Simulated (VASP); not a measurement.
Here is a VASP 6.6.1 calculation.

The input INCAR:

```
ALGO = Normal
EDIFF = 1E-6
ENCUT = 520
GGA = PS
ISIF = 2
ISMEAR = 0
LASPH = True
LCHARG = True
LELF = True
LREAL = Auto
LVHAR = True
LWAVE = False
NBANDS = 104
NELM = 80
PREC = Accurate
SIGMA = 0.02
```

File KPOINTS:

```
Automatic mesh
0
Gamma
  2 2 2
  0.5 0.5 0.5
```

The input POSCAR:

```
CsPbBr3
1.0
   -5.8796659405      5.8796659405      5.8796659405
    5.8796659405     -5.8796659405      5.8796659405
    5.8796659405      5.8796659405     -5.8796659405
Cs Pb Br
4 4 12
Direct
    0.0000000000      0.5000000000      0.5000000000
    0.5000000000      0.0000000000      0.5000000000
    0.5000000000      0.5000000000      0.0000000000
    0.0000000000      0.0000000000      0.0000000000
    0.5000000000      0.5000000000      0.5000000000
    0.0000000000      0.0000000000      0.5000000000
    0.0000000000      0.5000000000      0.0000000000
    0.5000000000      0.0000000000      0.0000000000
    0.7500000000      0.7500000000      0.5000000000
    0.2500000000      0.2500000000      0.5000000000
    0.2500000000      0.7500000000      0.0000000000
    0.7500000000      0.2500000000      0.0000000000
    0.7500000000      0.5000000000      0.7500000000
    0.2500000000      0.0000000000      0.7500000000
    0.2500000000      0.5000000000      0.2500000000
    0.7500000000      0.0000000000      0.2500000000
    0.5000000000      0.2500000000      0.2500000000
    0.0000000000      0.7500000000      0.2500000000
    0.0000000000      0.2500000000      0.7500000000
    0.5000000000      0.7500000000      0.7500000000
```

Potentials or basis: VASP PAW PBE potentials, release 64 (Cs_sv, Pb_d, Br).

Command:

```bash
$ cat potpaw_PBE.64/Cs_sv/POTCAR potpaw_PBE.64/Pb_d/POTCAR potpaw_PBE.64/Br/POTCAR > POTCAR
$ mpirun -np 1 vasp_std > vasp.out
```

Problem. Estimate the pressure.

Solution. 0.0 GPa.

Problem. What does it give for the band gap on the k mesh?

Solution. 2.29 eV.

Caveat: the PAW data sets were made with another functional, which shifts forces and pressure a little; spin-orbit coupling is left out, which moves the levels of the heavy elements; a shifted mesh leaves out Γ, where band edges can lie. A k mesh can miss the band edges.
